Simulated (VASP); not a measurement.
# Na2S (Fm-3m) in VASP: settings compared, part 2 of 2

VASP 6.6.1.

## (4) Single point, PBEsol+D4

INCAR

```
SYSTEM = Na2S
ALGO     = Normal         ! electronic algorithm
EDIFF    = 1E-6           ! SCF threshold, eV
ENCUT    = 500            ! plane-wave cutoff, eV
GGA      = PS             ! functional
GGA_COMPAT= .FALSE.      
ISIF     = 2              ! what is computed and relaxed
ISMEAR   = 0              ! smearing method
IVDW     = 13             ! dispersion correction
LASPH    = .TRUE.         ! aspherical terms in the spheres
LCHARG   = .TRUE.         ! write CHGCAR
LELF     = .TRUE.         ! ELF
LREAL    = .FALSE.        ! projectors in reciprocal space
LVHAR    = .TRUE.       
LWAVE    = .FALSE.        ! write WAVECAR
NBANDS   = 17             ! bands
NELM     = 120            ! most SCF steps
PREC     = Accurate       ! precision mode
SIGMA    = 0.01           ! smearing width, eV
```

KPOINTS

```
k-points
0
G
  6 6 6
  0 0 0
```

POSCAR

```
Na2S
1.0
    0.0000000000      3.2554324741      3.2554324741
    3.2554324741      0.0000000000      3.2554324741
    3.2554324741      3.2554324741      0.0000000000
S Na
1 2
Direct
    0.0000000000      0.0000000000      0.0000000000
    0.2500000000      0.2500000000      0.2500000000
    0.7500000000      0.7500000000      0.7500000000
```

Launch:

```
cat potpaw_PBE.64/S/POTCAR potpaw_PBE.64/Na_pv/POTCAR > POTCAR
mpirun -np 1 vasp_std > vasp.out
```

Run time: 14 s. Hardware: 1 thread of Intel Xeon 6975P-C (Granite Rapids), shared host; peak memory 0.19 GiB.

It converged, with:

| Item | Value |
| --- | --- |
| Free energy | -10.5278 eV |
| Pressure | -0.5 GPa |
| Band gap on the k mesh | 2.41 eV, direct |
| Dispersion energy per atom | -0.051 eV |

Levels at points of the mesh, in eV from the valence-band top:
```csv
k point,band 8,band 9,band 10,band 11,band 12,band 13
"(0.00, 0.00, 0.00)",0.00,0.00,0.00,2.41,7.71,7.71
"(0.50, 0.00, 0.00)",-1.70,-0.14,-0.14,4.76,6.37,7.09
"(0.50, 0.50, 0.00)",-1.52,-0.47,-0.47,3.70,5.99,8.51
```

Caveat: the PAW data sets were made with another functional, which shifts forces and pressure a little.

## (5) Single point, PBEsol

INCAR

```
SYSTEM = Na2S
ALGO = Normal
EDIFF = 1E-6
ENCUT = 500
GGA = PS
GGA_COMPAT = .False.
ISIF = 2
ISMEAR = 0
LASPH = .True.
LCHARG = .False.
LREAL = .False.
LWAVE = .False.
NBANDS = 17
NELM = 120
PREC = Accurate
SIGMA = 0.001
```

KPOINTS

```
k-points
0
Gamma
  6 6 6
  0 0 0
```

POSCAR is that of step 4.

Potentials or basis: VASP PAW PBE potentials, release 64 (S, Na_pv).

Launch:

```
cat potpaw_PBE.64/S/POTCAR potpaw_PBE.64/Na_pv/POTCAR > POTCAR
mpirun -np 1 vasp_std > vasp.out
```

OUTCAR:

```text
SYSTEM = Na2S
   EDIFF = 1E-6
   ENCUT = 500
   GGA = PS
   ISIF = 2
   ISMEAR = 0
   LASPH = .True.
   LREAL = .False.
   NELM = 120
   PREC = Accurate

 ion  position               nearest neighbor table
   1  0.000  0.000  0.000-
   2  0.250  0.250  0.250-
   3  0.750  0.750  0.750-

  LATTYP: Found a face centered cubic cell.
 ALAT       =     6.5108649482

  Lattice vectors:

 A1 = (   0.0000000000,   3.2554324741,   3.2554324741)
 A2 = (   3.2554324741,   0.0000000000,   3.2554324741)
 A3 = (   3.2554324741,   3.2554324741,   0.0000000000)

Analysis of symmetry for initial positions (statically):
=====================================================================
 Subroutine PRICEL returns:
 Original cell was already a primitive cell.

 Routine SETGRP: Setting up the symmetry group for a
 face centered cubic supercell.

 Subroutine GETGRP returns: Found 48 space group operations
 (whereof 48 operations were pure point group operations)
 out of a pool of 48 trial point group operations.

The static configuration has the point symmetry O_h .

Analysis of symmetry for dynamics (positions and initial velocities):
=====================================================================
 Subroutine PRICEL returns:
 Original cell was already a primitive cell.

 Routine SETGRP: Setting up the symmetry group for a
 face centered cubic supercell.

 Subroutine GETGRP returns: Found 48 space group operations
 (whereof 48 operations were pure point group operations)
 out of a pool of 48 trial point group operations.

The dynamic configuration has the point symmetry O_h .

 Subroutine INISYM returns: Found 48 space group operations
 (whereof 48 operations are pure point group operations),
 and found     1 'primitive' translations

----------------------------------------------------------------------------------------

                                     Primitive cell
[... 103 lines left out ...]
     AMIX     =   0.40;   BMIX     =  1.00
     AMIX_MAG =   1.60;   BMIX_MAG =  1.00
  volume/ion in A,a.u.               =      23.00       155.21
  Fermi-wavevector in a.u.,A,eV,Ry     =   1.083427  2.047379 15.970697  1.173813
  Thomas-Fermi vector in A             =   2.219492
   LORBIT       =      0    0 simple, 1 ext, 2 COOP (PROOUT), +10 PAW based schemes
   GGA     = PS    functional components
   LHFCALC =     F    Hartree Fock is set to
   AEXX    =    0.0000 exact exchange contribution
   IVDW    =     0    specifies the selected vdW correction
   LEPSILON=     F    determine dielectric tensor
   LRPA    =     F    only Hartree local field effects (RPA)
 non-spin polarized calculation
 Gauss-broadening in eV      SIGMA  =   0.00
  energy-cutoff  :      500.00
  volume of cell :       69.00
 maximum number of plane-waves:      1807
 NGX is ok and might be reduce to    36
   NGX = 17   NGY = 17   NGZ = 17

 number of electron      19.9999984 magnetization

 Free energy of the ion-electron system (eV)
  ---------------------------------------------------
  ext. energy  EPLUGINS =         0.00000000
  ---------------------------------------------------
  free energy    TOTEN  =       -10.37489148 eV

  energy without entropy =      -10.37489148  energy(sigma->0) =      -10.37489148

 E-fermi :   0.1875     XC(G=0):  -8.0063

 val. band max:        0.1713838951   @ k =   0.0000   0.0000   0.0000
 cond. band min:       2.5806834886   @ k =   0.0000   0.0000   0.0000
 fundamental gap:      2.4092995935
 Fermi energy:         0.1875469212

 k-point     1 :       0.0000    0.0000    0.0000
  band No.  band energies     occupation
      1     -21.8670      2.00000
      2     -21.8670      2.00000
      3     -21.8670      2.00000
      4     -21.8095      2.00000
      5     -21.8095      2.00000
      6     -21.8095      2.00000
[... 297 lines left out ...]
      4     -21.8211      2.00000
      5     -21.8000      2.00000
      6     -21.7964      2.00000
[... 9 lines left out ...]
     16      11.3325      0.00000
     17      12.1415      0.00000

------------------------ aborting loop because EDIFF is reached ----------------------------------------

  FORCE on cell =-STRESS in cart. coord.  units (eV):
  Direction    XX          YY          ZZ          XY          YZ          ZX
  --------------------------------------------------------------------------------------
  -------------------------------------------------------------------------------------
  Total       -0.0356306     -0.0356306     -0.0356306      0.0000000      0.0000000      0.0000000
  in kB       -0.8273281     -0.8273281     -0.8273281      0.0000000      0.0000000      0.0000000
  external PRESSURE =      -0.8273281 kB  Pullay stress =       0.0000000 kB

 VOLUME and BASIS-vectors are now :
 -----------------------------------------------------------------------------
  energy-cutoff  :      500.00
  volume of cell :       69.00
      direct lattice vectors                 reciprocal lattice vectors
     0.000000000  3.255432474  3.255432474    -0.153589424  0.153589424  0.153589424
     3.255432474  0.000000000  3.255432474     0.153589424 -0.153589424  0.153589424
     3.255432474  3.255432474  0.000000000     0.153589424  0.153589424 -0.153589424

 POSITION                                       TOTAL-FORCE (eV/Angst)
 -----------------------------------------------------------------------------------
      0.00000      0.00000      0.00000        -0.000000     -0.000000     -0.000000
      1.62772      1.62772      1.62772        -0.000000     -0.000000     -0.000000
      4.88315      4.88315      4.88315         0.000000      0.000000      0.000000
 -----------------------------------------------------------------------------------
    total drift:                                0.000000      0.000000      0.000000

  FREE ENERGIE OF THE ION-ELECTRON SYSTEM (eV)
  ---------------------------------------------------
  free  energy   TOTEN  =       -10.3748914795 eV

  energy  without entropy=      -10.3748914795  energy(sigma->0) =      -10.37489148
```

It took 15 s on 1 thread of Intel Xeon 6975P-C (Granite Rapids), shared host; peak memory 0.19 GiB.

What came out:

```yaml
Free_energy: -10.3749 eV
Pressure: -0.1 GPa
Band_gap_on_the_k_mesh: 2.41 eV, direct
```

Levels at points of the mesh, in eV from the valence-band top:
```
           k point  band 8  band 9  band 10  band 11  band 12  band 13
(0.00, 0.00, 0.00)    0.00    0.00     0.00     2.41     7.71     7.71
(0.50, 0.00, 0.00)   -1.70   -0.14    -0.14     4.76     6.37     7.09
(0.50, 0.50, 0.00)   -1.52   -0.47    -0.47     3.70     5.99     8.51
```

Caveat: the PAW data sets were made with another functional, which shifts forces and pressure a little.

## (6) Single point, r2SCAN

POSCAR is that of step 5.

INCAR.step1

```
ALGO = Normal ; EDIFF = 1E-5
ENCUT = 550 ; GGA = PE
GGA_COMPAT = F ; ISMEAR = 0
LASPH = T ; LCHARG = F
LREAL = F ; LWAVE = T
NBANDS = 17 ; NELM = 120
PREC = Accurate ; SIGMA = 0.01
```

INCAR.step2

```
ALGO = Normal ; EDIFF = 1E-6
ENCUT = 550 ; GGA_COMPAT = F
ISIF = 2 ; ISMEAR = 0
ISTART = 1 ; LASPH = T
LCHARG = F ; LMIXTAU = T
LREAL = F ; LWAVE = F
METAGGA = R2SCAN ; NBANDS = 17
NELM = 120 ; PREC = Accurate
SIGMA = 0.01
```

KPOINTS

```
k-points
0
Gamma
  6 6 6
```

Potentials or basis: VASP PAW PBE potentials, release 64 (S, Na_pv).

Launch:

```
cat potpaw_PBE.64/S/POTCAR potpaw_PBE.64/Na_pv/POTCAR > POTCAR
cp INCAR.step1 INCAR
mpirun -np 1 vasp_std > vasp.out
cp INCAR.step2 INCAR
mpirun -np 1 vasp_std > vasp.out
```

Run time: 35 s. Hardware: 1 thread of Intel Xeon 6975P-C (Granite Rapids), shared host; peak memory 0.2 GiB.

The run converged. Its results:

```
Free energy            : -18.9673 eV
Pressure               : -0.1 GPa
Band gap on the k mesh : 3.11 eV, direct
```

Levels at points of the mesh, in eV from the valence-band top:
| k point | band 7 | band 8 | band 9 | band 10 | band 11 | band 12 | band 13 | band 14 |
| --- | --- | --- | --- | --- | --- | --- | --- | --- |
| (0.00, 0.00, 0.00) | -10.58 | 0.00 | 0.00 | 0.00 | 3.11 | 8.47 | 8.47 | 8.47 |
| (0.50, 0.00, 0.00) | -10.32 | -1.63 | -0.12 | -0.12 | 5.57 | 6.98 | 7.69 | 7.69 |
| (0.50, 0.50, 0.00) | -10.24 | -1.44 | -0.45 | -0.45 | 4.20 | 6.77 | 9.43 | 10.61 |

Caveat: the PAW data sets were made with another functional, which shifts forces and pressure a little. r2SCAN opens gaps a little over a GGA but as a rule still falls short of measured ones.

## (7) Single point, PBEsol

INCAR

```
SYSTEM = Na2S
  ALGO = Normal
  EDIFF = 1E-6
  ENCUT = 500
  GGA = PS
  GGA_COMPAT = .False.
  ISIF = 2
  ISMEAR = 0
  ISYM = 0
  LASPH = .True.
  LCHARG = .True.
  LELF = .True.
  LREAL = .False.
  LVHAR = .True.
  LWAVE = .False.
  NBANDS = 17
  NELM = 120
  PREC = Accurate
  SIGMA = 0.01
```

KPOINTS

```
Automatic mesh
0
Gamma
  6 6 6
  0 0 0.5
```

POSCAR is that of step 6.

Launch:

```
cat potpaw_PBE.64/S/POTCAR potpaw_PBE.64/Na_pv/POTCAR > POTCAR
mpirun -np 1 vasp_std > vasp.out
```

Run time: 3.4 min. Hardware: 1 thread of Intel Xeon 6975P-C (Granite Rapids), shared host; peak memory 0.49 GiB.

It converged, with:

```
Free energy            : -10.3750 eV
Pressure               : 0.0 GPa
Band gap on the k mesh : 2.66 eV, direct
```

Levels at points of the mesh, in eV from the valence-band top:
```tsv
k point	band 8	band 9	band 10	band 11	band 12	band 13
(0.00, 0.00, 0.08)	-0.18	0.00	0.00	2.66	7.62	7.77
```

Caveat: the PAW data sets were made with another functional, which shifts forces and pressure a little. A k mesh can miss the band edges.

## (8) The runs side by side

```csv
level,k mesh,cutoff (eV),smearing,gap on the mesh (eV),pressure (GPa)
PBEsol,6 × 6 × 6,500,tetrahedron,2.41,-0.1
PBEsol,6 × 6 × 6,500,gaussian 0.5 eV,2.41,-0.1
PBEsol+D4,6 × 6 × 6,500,gaussian 0.01 eV,2.41,-0.5
PBEsol,6 × 6 × 6,500,gaussian 0.001 eV,2.41,-0.1
r2SCAN,6 × 6 × 6,550,gaussian 0.01 eV,3.11,-0.1
PBEsol,"6 × 6 × 6, shifted",500,gaussian 0.01 eV,2.66,0.0
```

Alike in all rows: task single point; potentials or basis VASP PAW PBE potentials, release 64 (S, Na_pv); no spin polarisation; cell as given.

On the cell as given the gap runs from 2.41 eV (PBEsol) to 3.11 eV (r2SCAN). The pressure there spans -0.5 GPa (PBEsol+D4) to 0.0 GPa (PBEsol); a positive pressure means that this level wants a larger cell, a negative one a smaller.

Caveats: the PAW data sets were made with another functional, which shifts forces and pressure a little.

Absolute energies hang on the potentials; compare differences alone.
